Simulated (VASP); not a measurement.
# TiN (Fm-3m) in VASP: single point with PBE

Aim: the single point of TiN with PBE.

Everything below comes from runs of VASP 6.6.1. Logs are shortened: lines on timing, memory, paths and dates and some standing lists are left out, and cuts for length are marked.

## (1) The cell of the first run

It takes space group Fm-3m (No. 225, cubic). Conventional cell: a = 4.247 Å, b = 4.247 Å, c = 4.247 Å, α = 90.00°, β = 90.00°, γ = 90.00°. Within 2.8 Å of Ti (site symmetry m-3m) lie 6 N at 2.12 Å. Within 2.8 Å of N (site symmetry m-3m) lie 6 Ti at 2.12 Å.

## (2) Single point, PBE

File INCAR:

```
SYSTEM = TiN
ALGO = Normal ; EDIFF = 1E-7
ENCUT = 520 ; GGA = PE
ISIF = 2 ; ISMEAR = 0
LASPH = .TRUE. ; LCHARG = .TRUE.
LELF = .TRUE. ; LREAL = .FALSE.
LVHAR = .TRUE. ; LWAVE = .FALSE.
NBANDS = 16 ; NELM = 100
PREC = Accurate ; SIGMA = 0.1
```

File KPOINTS:

```
k-points
0
G
  38 38 38
  0 0 0
```

File POSCAR:

```
TiN
1.0
    0.0000000000      2.1234329536      2.1234329536
    2.1234329536      0.0000000000      2.1234329536
    2.1234329536      2.1234329536      0.0000000000
Ti N
1 1
Direct
    0.0000000000      0.0000000000      0.0000000000
    0.5000000000      0.5000000000      0.5000000000
```

Potentials or basis: VASP PAW PBE potentials, release 64 (Ti_sv, N).

Run with:

```sh
> cat potpaw_PBE.64/Ti_sv/POTCAR potpaw_PBE.64/N/POTCAR > POTCAR
> mpirun -np 1 vasp_std > vasp.out
```

OUTCAR:

```text
SYSTEM = TiN
   EDIFF = 1E-7
   ENCUT = 520
   GGA = PE
   ISIF = 2
   ISMEAR = 0
   LASPH = .TRUE.
   LREAL = .FALSE.
   NELM = 100
   PREC = Accurate

 ion  position               nearest neighbor table
   1  0.000  0.000  0.000-   2 2.12   2 2.12   2 2.12   2 2.12   2 2.12   2 2.12
   2  0.500  0.500  0.500-   1 2.12   1 2.12   1 2.12   1 2.12   1 2.12   1 2.12

  LATTYP: Found a face centered cubic cell.
 ALAT       =     4.2468659072

  Lattice vectors:

 A1 = (   0.0000000000,   2.1234329536,   2.1234329536)
 A2 = (   2.1234329536,   0.0000000000,   2.1234329536)
 A3 = (   2.1234329536,   2.1234329536,   0.0000000000)

Analysis of symmetry for initial positions (statically):
=====================================================================
 Subroutine PRICEL returns:
 Original cell was already a primitive cell.

 Routine SETGRP: Setting up the symmetry group for a
 face centered cubic supercell.

 Subroutine GETGRP returns: Found 48 space group operations
 (whereof 48 operations were pure point group operations)
 out of a pool of 48 trial point group operations.

The static configuration has the point symmetry O_h .

Analysis of symmetry for dynamics (positions and initial velocities):
=====================================================================
 Subroutine PRICEL returns:
 Original cell was already a primitive cell.

 Routine SETGRP: Setting up the symmetry group for a
 face centered cubic supercell.

 Subroutine GETGRP returns: Found 48 space group operations
 (whereof 48 operations were pure point group operations)
 out of a pool of 48 trial point group operations.

The dynamic configuration has the point symmetry O_h .

 Subroutine INISYM returns: Found 48 space group operations
 (whereof 48 operations are pure point group operations),
 and found     1 'primitive' translations

----------------------------------------------------------------------------------------

                                     Primitive cell

  volume of cell :      19.1490

  direct lattice vectors                    reciprocal lattice vectors
     0.000000000  2.123432954  2.123432954    -0.235467759  0.235467759  0.235467759
     2.123432954  0.000000000  2.123432954     0.235467759 -0.235467759  0.235467759
     2.123432954  2.123432954  0.000000000     0.235467759  0.235467759 -0.235467759

  length of vectors
[... 74 lines left out ...]
   ISTART =      0    job   : 0-new  1-cont  2-samecut
   ICHARG =      2    charge: 1-file 2-atom 10-const
   ISPIN  =      1    spin polarized calculation?
   LNONCOLLINEAR =      F non collinear calculations
   LSORBIT =      F    spin-orbit coupling
   LASPH  =      T    aspherical Exc in radial PAW
   ENCUT  =  520.0 eV  38.22 Ry    6.18 a.u.   5.58  5.58  5.58*2*pi/ulx,y,z
   NELM   =    100;   NELMIN=  2; NELMDL= -5     # of ELM steps
   EDIFF  = 0.1E-06   stopping-criterion for ELM
   LREAL  =      F    real-space projection
   EDIFFG = 0.1E-05   stopping-criterion for IOM
   NSW    =      0    number of steps for IOM
   IBRION =     -1    ionic relax: 0-MD 1-quasi-New 2-CG
   NFREE  =      0    steps in history (QN), initial steepest desc. (CG)
   ISIF   =      2    stress and relaxation
   ISYM   =      2    0-nonsym 1-usesym 2-fastsym
   POTIM  = 0.5000    time-step for ionic-motion
   TEBEG  =    0.0;   TEEND  =   0.0 temperature during run
   PSTRESS=    0.0 pullay stress
   NELECT =      17.0000    total number of electrons
   NUPDOWN=      -1.0000    fix difference up-down
   EMIN   =  10.00;   EMAX   =-10.00  energy-range for DOS
   EFERMI =   0.00;   METHOD = LEGACY
   ISMEAR =     0;   SIGMA  =   0.10  broadening in eV -4-tet -1-fermi 0-gaus
   EFERMI_NEDOS =   21; number of points for ismear=-14 and -15
   IALGO  =     38    algorithm
   IMIX   =      4    mixing-type and parameters
     AMIX     =   0.40;   BMIX     =  1.00
     AMIX_MAG =   1.60;   BMIX_MAG =  1.00
  volume/ion in A,a.u.               =       9.57        64.61
  Fermi-wavevector in a.u.,A,eV,Ry     =   1.573412  2.973318 33.682947  2.475627
  Thomas-Fermi vector in A             =   2.674701
   LORBIT       =      0    0 simple, 1 ext, 2 COOP (PROOUT), +10 PAW based schemes
   GGA     = PE    functional components
   LHFCALC =     F    Hartree Fock is set to
   AEXX    =    0.0000 exact exchange contribution
   IVDW    =     0    specifies the selected vdW correction
   LEPSILON=     F    determine dielectric tensor
   LRPA    =     F    only Hartree local field effects (RPA)
 non-spin polarized calculation
 Gauss-broadening in eV      SIGMA  =   0.10
  energy-cutoff  :      520.00
  volume of cell :       19.15
 maximum number of plane-waves:       534
   NGX = 11   NGY = 11   NGZ = 11

 number of electron      17.0000002 magnetization

 Free energy of the ion-electron system (eV)
  ---------------------------------------------------
  ext. energy  EPLUGINS =         0.00000000
  ---------------------------------------------------
  free energy    TOTEN  =       -19.63894789 eV

  energy without entropy =      -19.63464824  energy(sigma->0) =      -19.63679806

 E-fermi :  11.4003     XC(G=0): -13.0000

 val. band max:       11.3999624005   @ k =  -0.4211   0.3421   0.1316
 cond. band min:      11.4012039101   @ k =  -0.4737   0.2632   0.0789
 fundamental gap:      0.0012415095
 Fermi energy:        11.4003449599

 k-point     1 :       0.0000    0.0000    0.0000
  band No.  band energies     occupation
      1     -46.4785      2.00000
      2     -22.4605      2.00000
      3     -22.4605      2.00000
      4     -22.4605      2.00000
      5      -5.6801      2.00000
      6       9.3606      2.00000
[... 433 lines left out ...]
      3     -22.4691      2.00000
      4     -22.4647      2.00000
      5      -5.4905      2.00000
      6       8.3187      2.00000
[... 8 lines left out ...]
     15      24.6754      0.00000
     16      30.6764      0.00000

 [... further k-points ...]
[... 5 lines left out ...]
  --------------------------------------------------------------------------------------
  -------------------------------------------------------------------------------------
  Total        0.0556133      0.0556133      0.0556133      0.0000000      0.0000000     -0.0000000
  in kB        4.6531161      4.6531161      4.6531161      0.0000000      0.0000000     -0.0000000
  external PRESSURE =       4.6531161 kB  Pullay stress =       0.0000000 kB

 VOLUME and BASIS-vectors are now :
 -----------------------------------------------------------------------------
  energy-cutoff  :      520.00
  volume of cell :       19.15
      direct lattice vectors                 reciprocal lattice vectors
     0.000000000  2.123432954  2.123432954    -0.235467759  0.235467759  0.235467759
     2.123432954  0.000000000  2.123432954     0.235467759 -0.235467759  0.235467759
     2.123432954  2.123432954  0.000000000     0.235467759  0.235467759 -0.235467759

 POSITION                                       TOTAL-FORCE (eV/Angst)
 -----------------------------------------------------------------------------------
      0.00000      0.00000      0.00000        -0.000000      0.000000     -0.000000
      2.12343      2.12343      2.12343         0.000000     -0.000000      0.000000
 -----------------------------------------------------------------------------------
    total drift:                                0.000000     -0.000000     -0.000000

  FREE ENERGIE OF THE ION-ELECTRON SYSTEM (eV)
  ---------------------------------------------------
  free  energy   TOTEN  =       -19.6389478907 eV

  energy  without entropy=      -19.6346482371  energy(sigma->0) =      -19.63679806
```

OSZICAR:

```text
N       E                     dE             d eps       ncg     rms          rms(c)
DAV:   1     0.133547585927E+03    0.13355E+03   -0.82645E+03 46264   0.126E+03
DAV:   2    -0.168347962097E+02   -0.15038E+03   -0.14098E+03 50896   0.347E+02
DAV:   3    -0.246353463235E+02   -0.78006E+01   -0.77271E+01 59304   0.820E+01
DAV:   4    -0.248110403838E+02   -0.17569E+00   -0.17552E+00 56016   0.117E+01
DAV:   5    -0.248149208468E+02   -0.38805E-02   -0.38804E-02 54688   0.156E+00    0.181E+01
DAV:   6    -0.200313599986E+02    0.47836E+01   -0.13027E+01 60856   0.534E+01    0.687E+00
DAV:   7    -0.196811365200E+02    0.35022E+00   -0.16977E+00 54128   0.162E+01    0.488E+00
DAV:   8    -0.199191274779E+02   -0.23799E+00   -0.11138E+00 62584   0.156E+01    0.611E+00
DAV:   9    -0.196497900066E+02    0.26934E+00   -0.36985E-01 52488   0.933E+00    0.159E+00
DAV:  10    -0.196421995874E+02    0.75904E-02   -0.33093E-02 57208   0.205E+00    0.443E-01
DAV:  11    -0.196390089392E+02    0.31906E-02   -0.48076E-03 67768   0.855E-01    0.172E-01
DAV:  12    -0.196389539077E+02    0.55032E-04   -0.40887E-04 53888   0.194E-01    0.423E-02
DAV:  13    -0.196389501399E+02    0.37678E-05   -0.52663E-05 59120   0.977E-02    0.183E-02
DAV:  14    -0.196389481193E+02    0.20206E-05   -0.59228E-06 51248   0.277E-02    0.920E-03
DAV:  15    -0.196389479717E+02    0.14760E-06   -0.12247E-06 63552   0.136E-02    0.441E-03
DAV:  16    -0.196389478907E+02    0.80926E-07   -0.24289E-07 53576   0.734E-03
   1 F= -.19638948E+02 E0= -.19636798E+02  d E =-.429965E-02
```

It took 3.9 min on 1 thread of AMD EPYC 9R45 (Zen 5), shared host; peak memory 0.48 GiB.

Results:

```yaml
Free_energy: -19.6389 eV
Pressure: 0.5 GPa
Band_gap_on_the_k_mesh: zero (an odd number of electrons rules out a gap without spin polarisation)
```
